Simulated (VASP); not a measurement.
# Ti: single point with LDA

The system is Ti.

```
Ti
1.0
    -1.43184   -2.48002    0.00000
     1.43184   -2.48002    0.00000
     0.00000    0.00000   13.60471
Ti
6
Direct
  0.66667 0.66667 0.08333
  0.66667 0.66667 0.41667
  0.66667 0.66667 0.75000
  0.33333 0.33333 0.25000
  0.33333 0.33333 0.58333
  0.33333 0.33333 0.91667
```

```
Program                : VASP 6.6.1
Task                   : single point
Functional             : LDA
Potentials or basis    : VASP PAW LDA potentials, release 64 (Ti_sv)
Cutoff                 : 520 eV
k mesh                 : 17 × 17 × 4
Occupations            : gaussian, width 0.15 eV
Spin                   : no spin polarisation
Dipole correction      : no
Further INCAR settings : ALGO = Fast; EDIFF = 1e-06; NBANDS = 45
```

* Pressure: -0.3 GPa
* Band gap on the k mesh: zero (bands 36 and 37 overlap by 1.03 eV)

Levels at points of the mesh, in eV from the Fermi level:
```
           k point  band 32  band 33  band 34  band 35  band 36  band 37  band 38  band 39  band 40  band 41
(0.00, 0.00, 0.00)     0.10     0.44     0.44     0.59     0.59     0.59     0.59     0.79     0.83     0.92
(0.00, 0.00, 0.50)     0.09     0.68     0.68     0.68     0.68     0.68     0.68     0.68     0.68     0.68
```

Run time: 32 min on 1 thread of Intel(R) Xeon(R) Platinum 8259CL CPU @ 2.50GHz (Skylake/Cascade Lake) (shared host), peak memory 0.4 GiB.
